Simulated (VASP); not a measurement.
Set up this calculation in VASP 6.6.1, as the native input.

| Quantity | Value |
| --- | --- |
| Task | single point |
| Functional | r2SCAN |
| Potentials or basis | VASP PAW PBE potentials, release 64 (Ga_d, N) |
| Cutoff | 520 eV |
| k mesh | 10 × 10 × 10 |
| Occupations | gaussian, width 0.01 eV |
| Spin | no spin polarisation |
| Dipole correction | no |
| Further INCAR settings | ALGO = Normal; EDIFF = 1e-06; NBANDS = 16 |

GaN:

```xyz
2
Lattice="0.0000 2.1085 2.1085 2.1085 0.0000 2.1085 2.1085 2.1085 0.0000" Properties=species:S:1:pos:R:3 pbc="T T T"
Ga    2.1085    2.1085    2.1085
N     0.0000    0.0000    0.0000
```

One way to write it, as run:

POSCAR

```
GaN
1.0
    0.0000000000      2.1085153661      2.1085153661
    2.1085153661      0.0000000000      2.1085153661
    2.1085153661      2.1085153661      0.0000000000
Ga N
1 1
Direct
    0.5000000000      0.5000000000      0.5000000000
    0.0000000000      0.0000000000      0.0000000000
```

INCAR.step1

```
SYSTEM = GaN
PREC = Accurate
ENCUT = 520
ISMEAR = 0
SIGMA = 0.01
LREAL = .FALSE.
LASPH = .TRUE.
NELM = 60
NBANDS = 16
GGA = PE
ALGO = Normal
EDIFF = 1E-4
LWAVE = .TRUE.
LCHARG = .FALSE.
```

INCAR.step2

```
SYSTEM = GaN
PREC = Accurate
ENCUT = 520
EDIFF = 1E-6
ISMEAR = 0
SIGMA = 0.01
LREAL = .FALSE.
LASPH = .TRUE.
NELM = 60
ALGO = Normal
ISIF = 2
LWAVE = .FALSE.
LCHARG = .TRUE.
METAGGA = R2SCAN
LMIXTAU = .TRUE.
LELF = .TRUE.
LVHAR = .TRUE.
NBANDS = 16
ISTART = 1
```

KPOINTS

```
regular mesh
0
G
  10 10 10
  0 0 0
```

Potentials or basis: VASP PAW PBE potentials, release 64 (Ga_d, N).

The run is started by

```sh
$ cat potpaw_PBE.64/Ga_d/POTCAR potpaw_PBE.64/N/POTCAR > POTCAR
$ cp INCAR.step1 INCAR
$ mpirun -np 1 vasp_std > vasp.out
$ cp INCAR.step2 INCAR
$ mpirun -np 1 vasp_std > vasp.out
```

Results of the run:

- Pressure: 1.3 GPa
- Band gap on the k mesh: 1.18 eV, indirect (least direct gap 3.41 eV)

Caveat: the PAW data sets were made with another functional, which shifts forces and pressure a little.

It took 44 s on 1 thread of Intel(R) Xeon(R) Platinum 8488C (Sapphire Rapids), on a shared host, peak memory 0.14 GiB.
